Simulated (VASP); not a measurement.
A run of VASP 6.6.1:

INCAR

```
SYSTEM = Al3GaIr
PREC = Accurate
ENCUT = 520
EDIFF = 1E-7
ISMEAR = 0
SIGMA = 0.1
LREAL = .False.
LASPH = .True.
NELM = 100
ALGO = Fast
ISIF = 2
LWAVE = .False.
LCHARG = .True.
GGA = PE
LELF = .True.
LVHAR = .True.
NBANDS = 24
```

The input KPOINTS:

```
Automatic mesh
0
Gamma
  8 8 8
  0 0 0
```

The input POSCAR:

```
Al3GaIr
1.0
    4.5903822332      0.0000000000      0.0000000000
    0.0000000000      4.5903822332      0.0000000000
    0.0000000000      0.0000000000      4.5903822332
Al Ga Ir
3 1 1
Direct
    0.0000000000      0.5000000000      0.0000000000
    0.0000000000      0.0000000000      0.5000000000
    0.5000000000      0.0000000000      0.0000000000
    0.0000000000      0.0000000000      0.0000000000
    0.5000000000      0.5000000000      0.5000000000
```

Potentials or basis: VASP PAW PBE potentials, release 64 (Al, Ga_d, Ir).

Command:

```sh
$ cat potpaw_PBE.64/Al/POTCAR potpaw_PBE.64/Ga_d/POTCAR potpaw_PBE.64/Ir/POTCAR > POTCAR
$ mpirun -np 1 vasp_std > vasp.out
```

Hardware: 1 thread of Intel(R) Xeon(R) Platinum 8488C (Sapphire Rapids) (shared host).

How long does it take, and how much memory?

Wall time 64 s on 1 thread of Intel(R) Xeon(R) Platinum 8488C (Sapphire Rapids), with other jobs on the host, peak memory 0.25 GiB. Counts: scf iterations 17, k points 35.
